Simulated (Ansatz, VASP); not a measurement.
**One calculation of LaC, two programs**

```xyz
2
Lattice="0.0000 2.7220 2.7220 2.7220 0.0000 2.7220 2.7220 2.7220 0.0000" Properties=species:S:1:pos:R:3 pbc="T T T"
La    2.7220    2.7220    2.7220
C     0.0000    0.0000    0.0000
```

Alike in both runs: task single point; functional r2SCAN; k mesh 15 × 15 × 15; occupations gaussian, width 0.05 eV; no spin polarisation; Hubbard terms La f U = 5.0 eV.

```csv
,VASP,Ansatz
version,VASP 6.6.1,Ansatz 0.2.0
potentials or method,"VASP PAW PBE potentials, release 64 (La, C), cutoff 520 eV","scalar-relativistic, plane waves, PAW"
valence electrons in the cell,15,15
```

VASP gave:

* pressure (GPa): 2.3

Question: What did Ansatz give for the same quantities?

Answer: Pressure (GPa): 2.2.

VASP's potentials were made for PBE, not for r2SCAN. The programs project onto different local orbitals, so the same U acts differently, and such runs can settle in different states. Ansatz's warnings: filled band counts differ across k points.

Spin-orbit coupling is off throughout.
